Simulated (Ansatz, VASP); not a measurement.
Two plane-wave programs on Tc

Contents of INCAR:

```
ALGO     = Normal         # electronic algorithm
EDIFF    = 1E-8           # SCF threshold, eV
ENCUT    = 520            # plane-wave cutoff, eV
GGA      = PS             # functional
ISIF     = 2              # what is computed and relaxed
ISMEAR   = 0              # smearing method
LASPH    = T              # aspherical terms in the spheres
LCHARG   = F              # write CHGCAR
LEFG     = T            
LREAL    = F              # projectors in reciprocal space
LWAVE    = F              # write WAVECAR
NBANDS   = 20             # bands
NELM     = 60             # most SCF steps
PREC     = Accurate       # precision mode
SIGMA    = 0.05           # smearing width, eV
```

KPOINTS

```
k-points
0
Gamma
  18 18 10
```

POSCAR

```
Tc
1.0
    2.7400000000      0.0000000000      0.0000000000
   -1.3700000000      2.3729096064      0.0000000000
    0.0000000000      0.0000000000      4.3980000000
Tc
2
Direct
    0.3333333333      0.6666666667      0.2500000000
    0.6666666667      0.3333333333      0.7500000000
```

Input for Ansatz:

```yaml
crystal:
  lattice:
    - [2.74, 0.0, 0.0]
    - [-1.37, 2.3729096064, 0.0]
    - [0.0, 0.0, 4.398]
  atoms:
    - { symbol: Tc, position: [0.3333333333, 0.6666666667, 0.25] }
    - { symbol: Tc, position: [0.6666666667, 0.3333333333, 0.75] }
basis:
  ecutwfc: 600
  ecutrho_ratio: 5
kpoints:
  mp_grid: { grid: [18, 18, 10] }
hamiltonian:
  xc: pbesol
scf:
  occupations: { method: gaussian, width: 0.05 }
output:
  forces: true
  stress: true
  eigenvalues: true
  populations: true
  efg: { contact_densities: true }
```

Alike in both runs: task electric field gradients; functional PBEsol; k mesh 18 × 18 × 10; occupations gaussian, width 0.05 eV; no spin polarisation.

|  | VASP | Ansatz |
| --- | --- | --- |
| version | VASP 6.6.1 | Ansatz 0.2.0 |
| potentials or method | VASP PAW PBE potentials, release 64 (Tc_pv), cutoff 520 eV | scalar-relativistic, plane waves, PAW |
| valence electrons in the cell | 26 | 30 |

```csv
,VASP,Ansatz,Ansatz less VASP
gap on the k mesh at the Fermi level (eV),none,none,-
pressure (GPa),-7.3,-6.6,+0.66
"traceless stress, the component that is largest in VASP (GPa)",-0.86,-0.86,0.000
size of Vzz on the site where it differs most (V/Å²),15.7,16.1,+0.40
```

VASP's potentials were made for PBE, not for PBEsol. A gap of «none» marks a metal or a gap that the smearing closes. VASP's potentials hold 26 valence electrons a cell and Ansatz's 30, so a difference there can come from the potentials and not from the codes.
